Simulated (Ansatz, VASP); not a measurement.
**Two plane-wave programs on Bi2Se3**

```
CELL_PARAMETERS angstrom
7.87866 0.00000 0.00000
-3.93933 6.82312 0.00000
0.00000 0.00000 3.17178
ATOMIC_POSITIONS crystal
Bi 0.33333 0.66667 0.50000
Bi 0.66667 0.33333 0.50000
Se 0.27909 0.00000 0.50000
Se 0.00000 0.27909 0.50000
Se 0.72091 0.72091 0.50000
```

Alike in both runs: functional PBE; k mesh 6 × 6 × 12; occupations gaussian, width 0.1 eV; no spin polarisation.

Ansatz relaxed the structure, and its values are those at the end. VASP's run is a single point on that final structure, the one shown.

|  | VASP | Ansatz |
| --- | --- | --- |
| version | VASP 6.6.1 | Ansatz 0.2.0 |
| potentials or method | VASP PAW PBE potentials, release 64 (Bi_d, Se), cutoff 520 eV | scalar-relativistic, plane waves, PAW |
| valence electrons in the cell | 48 | 78 |

```tsv
	VASP	Ansatz	Ansatz less VASP
gap on the k mesh at the Fermi level (eV)	none	none	-
pressure (GPa)	0.0	0.0	0.00
```

A gap of «none» marks a metal or a gap that the smearing closes. VASP's potentials hold 48 valence electrons a cell and Ansatz's 78, so a difference there can come from the potentials and not from the codes.

Spin-orbit coupling is off throughout.
